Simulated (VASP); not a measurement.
Set up this calculation in VASP 6.6.1, as the native input.

```yaml
Task: single point
Functional: PBE
Potentials_or_basis: VASP PAW PBE potentials, release 64 (Ru_pv, Al)
Cutoff: 520 eV
k_mesh: 13 × 13 × 13
Occupations: fermi-dirac, width 0.08 eV
Spin: no spin polarisation
Dipole_correction: no
Further_INCAR_settings: ALGO = Normal; EDIFF = 1e-07; NBANDS = 16
```

The structure of AlRu (rocksalt type) lies in POSCAR:

```
AlRu
1.0
    0.0000000000      2.4921758264      2.4921758264
    2.4921758264      0.0000000000      2.4921758264
    2.4921758264      2.4921758264      0.0000000000
Ru Al
1 1
Direct
    0.0000000000      0.0000000000      0.0000000000
    0.5000000000      0.5000000000      0.5000000000
```

This cell differs from its parent crystal: volume scaled by 1, to set the pressure.

These files were run (other wordings do the same):

INCAR

```
SYSTEM = AlRu
ALGO = Normal ; EDIFF = 1E-7
ENCUT = 520 ; GGA = PE
ISIF = 2 ; ISMEAR = -1
LASPH = .TRUE. ; LCHARG = .FALSE.
LREAL = .FALSE. ; LWAVE = .FALSE.
NBANDS = 16 ; NELM = 80
PREC = Accurate ; SIGMA = 0.08
```

KPOINTS

```
k-points
0
G
  13 13 13
  0 0 0
```

Potentials or basis: VASP PAW PBE potentials, release 64 (Ru_pv, Al).

Command:

```bash
$ cat potpaw_PBE.64/Ru_pv/POTCAR potpaw_PBE.64/Al/POTCAR > POTCAR
$ mpirun -np 1 vasp_std > vasp.out
```

Results of the run:

```yaml
Pressure: 0.0 GPa
```

Caveat: the cell differs from its parent crystal (volume scaled by 1, to set the pressure).

Wall time 18 s on 1 thread of Intel(R) Xeon(R) 6975P-C (Granite Rapids), with other jobs on the host, peak memory 0.18 GiB.
